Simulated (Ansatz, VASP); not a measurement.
# RbTl3 in VASP and in Ansatz

Contents of INCAR:

```
ALGO = Fast ; EDIFF = 1E-7
ENCUT = 520 ; ISIF = 2
ISMEAR = 0 ; LASPH = True
LCHARG = True ; LELF = True
LREAL = False ; LVHAR = True
LWAVE = False ; NBANDS = 32
NELM = 80 ; PREC = Accurate
SIGMA = 0.05
```

Contents of KPOINTS:

```
k-points
0
Gamma
  8 8 8
```

Contents of POSCAR:

```
RbTl3
1.0
    0.0000000000      4.1179970000      4.1179970000
    4.1179970000      0.0000000000      4.1179970000
    4.1179970000      4.1179970000      0.0000000000
Rb Tl
1 3
Direct
    0.0000000000      0.0000000000      0.0000000000
    0.2500000000      0.2500000000      0.2500000000
    0.7500000000      0.7500000000      0.7500000000
    0.5060709126      0.4939290874      0.5060709126
```

Input for Ansatz:

```yaml
crystal:
  lattice:
    - [0.0, 4.117997, 4.117997]
    - [4.117997, 0.0, 4.117997]
    - [4.117997, 4.117997, 0.0]
  atoms:
    - { symbol: Rb, position: [0.0, 0.0, 0.0] }
    - { symbol: Tl, position: [0.25, 0.25, 0.25] }
    - { symbol: Tl, position: [0.75, 0.75, 0.75] }
    - { symbol: Tl, position: [0.5060709126, 0.4939290874, 0.5060709126] }
basis:
  ecutwfc: 420
  fft_grid_basis: typed
kpoints:
  mp_grid: { grid: [8, 8, 8] }
hamiltonian:
  xc: lda
  pseudopotentials: { kind: paw }
scf:
  occupations: { method: gaussian, width: 0.05 }
output:
  forces: true
  stress: true
  eigenvalues: true
  bader: true
  write_density: true
  volumetric_format: npy
```

Alike in both runs: task single point; functional LDA; k mesh 8 × 8 × 8; occupations gaussian, width 0.05 eV; no spin polarisation.

```csv
,VASP,Ansatz
version,VASP 6.6.1,Ansatz 0.2.0
potentials or method,"VASP PAW LDA potentials, release 64 (Rb_sv, Tl_d), cutoff 520 eV","scalar-relativistic, plane waves, PAW"
valence electrons in the cell,48,48
```

VASP gave:

- gap on the k mesh at the Fermi level (eV): none
- pressure (GPa): -3.2
- rms of the force components (eV/Å): 0.007

**Question.** Estimate Ansatz's values.

**Answer.** gap on the k mesh at the Fermi level (eV): none; pressure (GPa): -3.2; rms of the force components (eV/Å): 0.006.

LDA's correlation is that of Perdew and Zunger in VASP and of Perdew and Wang (1992) in Ansatz. Atom by atom the forces differ by 0.000 eV/Å (rms over components). A gap of «none» marks a metal or a gap that the smearing closes.

Spin-orbit coupling is off throughout.
